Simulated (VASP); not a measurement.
# Co (P6_3/mmc) in VASP: further runs

Co is run at these levels: LDA; tasks: single point.

Program: VASP 6.6.1. These are calculated values, not measurements. Logs are shortened: lines on timing, memory, paths and dates and some standing lists are left out, and cuts for length are marked.

### Step 1. The cell of the first run

The structure is hexagonal, space group P6_3/mmc (No. 194). Conventional cell: a = 2.507 Å, b = 2.507 Å, c = 4.070 Å, α = 90.00°, β = 90.00°, γ = 120.00°. Within 3.3 Å of Co (site symmetry -6m2) lie 12 Co at 2.50 to 2.51 Å.

### Step 2. Single point, LDA, collinear spin, ferromagnetic start

Input file INCAR:

```
SYSTEM = Co
  PREC = Accurate
  ENCUT = 520
  EDIFF = 1E-6
  ISMEAR = -1
  SIGMA = 0.08
  LREAL = .False.
  LASPH = .True.
  NELM = 150
  ALGO = Normal
  ISIF = 2
  LWAVE = .False.
  LCHARG = .False.
  ISPIN = 2
  MAGMOM = 1.7 1.7
  LORBIT = 11
  LMAXMIX = 4
  NBANDS = 20
```

Input file KPOINTS:

```
Automatic mesh
0
Gamma
  12 12 12
  0 0 0
```

Input file POSCAR:

```
Co
1.0
    2.5074000000      0.0000000000      0.0000000000
   -1.2537000000      2.1714720974      0.0000000000
    0.0000000000      0.0000000000      4.0699000000
Co
2
Direct
    0.3333333333      0.6666666667      0.2500000000
    0.6666666667      0.3333333333      0.7500000000
```

Potentials or basis: VASP PAW LDA potentials, release 64 (Co).

On the command line:

```
$ cat potpaw_LDA.64/Co/POTCAR > POTCAR
$ mpirun -np 1 vasp_std > vasp.out
```

OUTCAR:

```text
SYSTEM = Co
   PREC = Accurate
   ENCUT = 520
   EDIFF = 1E-6
   ISMEAR = -1
   LREAL = .False.
   LASPH = .True.
   NELM = 150
   ISIF = 2
   ISPIN = 2
   LORBIT = 11

 ion  position               nearest neighbor table
   1  0.333  0.667  0.250-   2 2.50   2 2.50   2 2.50   2 2.50   2 2.50   2 2.50
   2  0.667  0.333  0.750-   1 2.50   1 2.50   1 2.50   1 2.50   1 2.50   1 2.50

  LATTYP: Found a hexagonal cell.
 ALAT       =     2.5074000000
 C/A-ratio  =     1.6231554598

  Lattice vectors:

 A1 = (   2.5074000000,   0.0000000000,   0.0000000000)
 A2 = (  -1.2537000000,   2.1714720974,   0.0000000000)
 A3 = (   0.0000000000,   0.0000000000,   4.0699000000)

Analysis of symmetry for initial positions (statically):
=====================================================================
 Subroutine PRICEL returns:
 Original cell was already a primitive cell.

 Routine SETGRP: Setting up the symmetry group for a
 hexagonal supercell.

 Subroutine GETGRP returns: Found 24 space group operations
 (whereof 12 operations were pure point group operations)
 out of a pool of 24 trial point group operations.

The static configuration has the point symmetry D_3d.
 The point group associated with its full space group is D_6h.

Analysis of symmetry for dynamics (positions and initial velocities):
=====================================================================
 Subroutine PRICEL returns:
 Original cell was already a primitive cell.

 Routine SETGRP: Setting up the symmetry group for a
 hexagonal supercell.

 Subroutine GETGRP returns: Found 24 space group operations
 (whereof 12 operations were pure point group operations)
 out of a pool of 24 trial point group operations.

The dynamic configuration has the point symmetry D_3d.
 The point group associated with its full space group is D_6h.

Analysis of structural, dynamic, and magnetic symmetry:
=====================================================================
 Subroutine PRICEL returns:
 Original cell was already a primitive cell.

 Routine SETGRP: Setting up the symmetry group for a
 hexagonal supercell.

 Subroutine GETGRP returns: Found 24 space group operations
 (whereof 12 operations were pure point group operations)
 out of a pool of 24 trial point group operations.

The overall configuration has the point symmetry D_3d.
 The point group associated with its full space group is D_6h.

 Subroutine INISYM returns: Found 24 space group operations
 (whereof 12 operations are pure point group operations),
 and found     1 'primitive' translations

----------------------------------------------------------------------------------------

                                     Primitive cell

  volume of cell :      22.1596

  direct lattice vectors                    reciprocal lattice vectors
     2.507400000  0.000000000  0.000000000     0.398819494  0.230258542  0.000000000
    -1.253700000  2.171472097  0.000000000     0.000000000  0.460517085  0.000000000
     0.000000000  0.000000000  4.069900000     0.000000000  0.000000000  0.245706283

  length of vectors
     2.507400000  2.507400000  4.069900000     0.460517085  0.460517085  0.245706283

  position of ions in fractional coordinates (direct lattice)
     0.333333333  0.666666667  0.250000000
     0.666666667  0.333333333  0.750000000

  ion indices of the primitive-cell ions
   primitive index   ion index
                 1           1
                 2           2

----------------------------------------------------------------------------------------

 KPOINTS: Automatic mesh

Automatic generation of k-mesh.
 Grid dimensions read from file:
 generate k-points for:   12   12   12

 Generating k-lattice:

  Cartesian coordinates                     Fractional coordinates (reciprocal lattice)
     0.033234958  0.019188212  0.000000000     0.083333333  0.000000000  0.000000000
     0.000000000  0.038376424  0.000000000     0.000000000  0.083333333  0.000000000
     0.000000000  0.000000000  0.020475524     0.000000000  0.000000000  0.083333333

  Length of vectors
     0.038376424  0.038376424  0.020475524

  Shift w.r.t. Gamma in fractional coordinates (k-lattice)
     0.000000000  0.000000000  0.000000000

 Subroutine IBZKPT returns following result:
 ===========================================

 Found    133 irreducible k-points:

 Following reciprocal coordinates:
            Coordinates               Weight
  0.000000  0.000000  0.000000      1.000000
  0.083333  0.000000  0.000000      6.000000
  0.166667 -0.000000  0.000000      6.000000
  0.250000 -0.000000  0.000000      6.000000
  0.333333  0.000000  0.000000      6.000000
  0.416667 -0.000000  0.000000      6.000000
[... 16 lines left out ...]
  0.250000 -0.000000  0.083333     12.000000
  0.333333  0.000000  0.083333     12.000000
 [... further k-points ...]
   k-points           NKPTS =    133   k-points in BZ     NKDIM =    133   number of bands    NBANDS=     20
   number of dos      NEDOS =    301   number of ions     NIONS =      2
   total plane-waves  NPLWV =  12000
   dimension x,y,z NGX =    20 NGY =   20 NGZ =   30
   dimension x,y,z NGXF=    40 NGYF=   40 NGZF=   60
   ions per type =               2
   NGX,Y,Z   is equivalent  to a cutoff of  13.26, 13.26, 12.25 a.u.
   NGXF,Y,Z  is equivalent  to a cutoff of  26.52, 26.52, 24.51 a.u.
 SYSTEM =  Co
   PREC   = accura    normal or accurate (medium, high low for compatibility)
   ISTART =      0    job   : 0-new  1-cont  2-samecut
   ICHARG =      2    charge: 1-file 2-atom 10-const
   ISPIN  =      2    spin polarized calculation?
   LNONCOLLINEAR =      F non collinear calculations
   LSORBIT =      F    spin-orbit coupling
   LASPH  =      T    aspherical Exc in radial PAW
   ENCUT  =  520.0 eV  38.22 Ry    6.18 a.u.   4.66  4.66  7.57*2*pi/ulx,y,z
   NELM   =    150;   NELMIN=  2; NELMDL= -5     # of ELM steps
   EDIFF  = 0.1E-05   stopping-criterion for ELM
   LREAL  =      F    real-space projection
   EDIFFG = 0.1E-04   stopping-criterion for IOM
   NSW    =      0    number of steps for IOM
   IBRION =     -1    ionic relax: 0-MD 1-quasi-New 2-CG
   NFREE  =      0    steps in history (QN), initial steepest desc. (CG)
   ISIF   =      2    stress and relaxation
   ISYM   =      2    0-nonsym 1-usesym 2-fastsym
   POTIM  = 0.5000    time-step for ionic-motion
   TEBEG  =    0.0;   TEEND  =   0.0 temperature during run
   PSTRESS=    0.0 pullay stress
   NELECT =      18.0000    total number of electrons
   NUPDOWN=      -1.0000    fix difference up-down
   EMIN   =  10.00;   EMAX   =-10.00  energy-range for DOS
   EFERMI =   0.00;   METHOD = LEGACY
   ISMEAR =    -1;   SIGMA  =   0.08  broadening in eV -4-tet -1-fermi 0-gaus
   EFERMI_NEDOS =   21; number of points for ismear=-14 and -15
   IALGO  =     38    algorithm
   IMIX   =      4    mixing-type and parameters
     AMIX     =   0.40;   BMIX     =  1.00
     AMIX_MAG =   1.60;   BMIX_MAG =  1.00
  volume/ion in A,a.u.               =      11.08        74.77
  Fermi-wavevector in a.u.,A,eV,Ry     =   1.527490  2.886538 31.745475  2.333227
  Thomas-Fermi vector in A             =   2.635379
   LORBIT       =     11    0 simple, 1 ext, 2 COOP (PROOUT), +10 PAW based schemes
   GGA     = CA    functional components
   LHFCALC =     F    Hartree Fock is set to
   AEXX    =    0.0000 exact exchange contribution
   IVDW    =     0    specifies the selected vdW correction
   LEPSILON=     F    determine dielectric tensor
   LRPA    =     F    only Hartree local field effects (RPA)
 spin polarized calculation
  energy-cutoff  :      520.00
  volume of cell :       22.16
 maximum number of plane-waves:       609
 NGX is ok and might be reduce to    20
   NGX =  9   NGY =  9   NGZ = 15

 number of electron      18.0000002 magnetization       3.1145755

 Free energy of the ion-electron system (eV)
  ---------------------------------------------------
  ext. energy  EPLUGINS =         0.00000000
  ---------------------------------------------------
  free energy    TOTEN  =       -16.09465742 eV

  energy without entropy =      -16.04917439  energy(sigma->0) =      -16.07191590

 E-fermi :   9.5948     XC(G=0): -13.6154

 val. band max:        9.5947646563   @ k =   0.2500  -0.0000   0.2500
 cond. band min:       9.5984686492   @ k =   0.2500  -0.0000   0.0000
 fundamental gap:      0.0037039930
 Fermi energy:         9.5948007421

 spin component 1

 k-point     1 :       0.0000    0.0000    0.0000
  band No.  band energies     occupation
      1       0.8252      1.00000
      2       4.6513      1.00000
      3       7.1576      1.00000
      4       7.2059      1.00000
      5       7.2059      1.00000
      6       7.5081      1.00000
[... 12 lines left out ...]
     19      35.1920      0.00000
     20      35.1920      0.00000

 k-point     2 :       0.0833    0.0000    0.0000
  band No.  band energies     occupation
      1       1.0652      1.00000
      2       4.7972      1.00000
      3       6.9658      1.00000
      4       7.3177      1.00000
      5       7.3622      1.00000
      6       7.4604      1.00000
[... 12 lines left out ...]
     19      36.6585      0.00000
     20      37.4801      0.00000
[... 465 lines left out ...]
      3       6.2386      1.00000
      4       6.5543      1.00000
      5       7.1407      1.00000
      6       7.4315      1.00000
[... 12 lines left out ...]
     19      33.7440      0.00000
     20      36.1767      0.00000

 k-point    24 :       0.3333    0.0000    0.0833
  band No.  band energies     occupation
      1       4.0061      1.00000
      2       5.4082      1.00000
      3       5.7768      1.00000
      4       6.5925      1.00000
      5       7.2595      1.00000
      6       7.2633      1.00000
[... 12 lines left out ...]
     19      32.7225      0.00000
     20      34.8195      0.00000

 [... further k-points ...]

 spin component 2

 k-point     1 :       0.0000    0.0000    0.0000
  band No.  band energies     occupation
      1       0.9982      1.00000
      2       5.5461      1.00000
      3       8.5857      1.00000
      4       8.6308      0.99999
      5       8.6308      0.99999
      6       8.9758      0.99956
[... 12 lines left out ...]
     19      35.6076      0.00000
     20      35.6076      0.00000

 k-point     2 :       0.0833    0.0000    0.0000
  band No.  band energies     occupation
      1       1.2391      1.00000
      2       5.7087      1.00000
      3       8.3579      1.00000
      4       8.7520      0.99997
      5       8.8087      0.99995
      6       8.8864      0.99986
[... 12 lines left out ...]
     19      36.7838      0.00000
     20      37.8881      0.00000
[... 465 lines left out ...]
      3       7.2820      1.00000
      4       7.7818      1.00000
      5       8.5167      1.00000
      6       8.9015      0.99983
[... 12 lines left out ...]
     19      34.0273      0.00000
     20      36.5916      0.00000

 k-point    24 :       0.3333    0.0000    0.0833
  band No.  band energies     occupation
      1       4.3477      1.00000
      2       6.5315      1.00000
      3       6.8459      1.00000
      4       7.6977      1.00000
      5       8.5984      1.00000
      6       8.7093      0.99998
[... 12 lines left out ...]
     19      32.8485      0.00000
     20      35.2291      0.00000

 [... further k-points ...]

------------------------ aborting loop because EDIFF is reached ----------------------------------------

  FORCE on cell =-STRESS in cart. coord.  units (eV):
  Direction    XX          YY          ZZ          XY          YZ          ZX
  --------------------------------------------------------------------------------------
  -------------------------------------------------------------------------------------
  Total       -3.0069219     -3.0069219     -3.2521030     -0.0000000     -0.0000000      0.0000000
  in kB     -217.4057977   -217.4057977   -235.1328253     -0.0000000     -0.0000000      0.0000000
  external PRESSURE =    -223.3148069 kB  Pullay stress =       0.0000000 kB

 VOLUME and BASIS-vectors are now :
 -----------------------------------------------------------------------------
  energy-cutoff  :      520.00
  volume of cell :       22.16
      direct lattice vectors                 reciprocal lattice vectors
     2.507400000  0.000000000  0.000000000     0.398819494  0.230258542  0.000000000
    -1.253700000  2.171472097  0.000000000     0.000000000  0.460517085  0.000000000
     0.000000000  0.000000000  4.069900000     0.000000000  0.000000000  0.245706283

 POSITION                                       TOTAL-FORCE (eV/Angst)
 -----------------------------------------------------------------------------------
     -0.00000      1.44765      1.01747        -0.000000      0.000000      0.000000
      1.25370      0.72382      3.05242         0.000000     -0.000000      0.000000
 -----------------------------------------------------------------------------------
    total drift:                                0.000000      0.000000     -0.000000

  FREE ENERGIE OF THE ION-ELECTRON SYSTEM (eV)
  ---------------------------------------------------
  free  energy   TOTEN  =       -16.0946574187 eV

  energy  without entropy=      -16.0491743852  energy(sigma->0) =      -16.07191590

 total charge

# of ion       s       p       d       tot
------------------------------------------
    1        0.479   0.498   7.266   8.243
    2        0.479   0.498   7.266   8.243
--------------------------------------------------
tot          0.959   0.995  14.532  16.486

 magnetization (x)

# of ion       s       p       d       tot
------------------------------------------
    1       -0.013  -0.037   1.614   1.564
    2       -0.013  -0.037   1.614   1.564
--------------------------------------------------
tot         -0.025  -0.075   3.228   3.128
```

Run time: 2.5 min. Hardware: 1 thread of Intel Xeon Platinum 8259CL at 2.50GHz (Skylake/Cascade Lake), shared host; peak memory 0.19 GiB.

What came out:

- Free energy: -16.0947 eV
- Pressure: -22.3 GPa
- Net moment: 3.11 μB per cell
- Site moments: Co +1.56 μB
- Valence electrons inside the program's atomic spheres: Co 8.24

Caveat: the cell stands under tension.

[end of part 1 of 2]
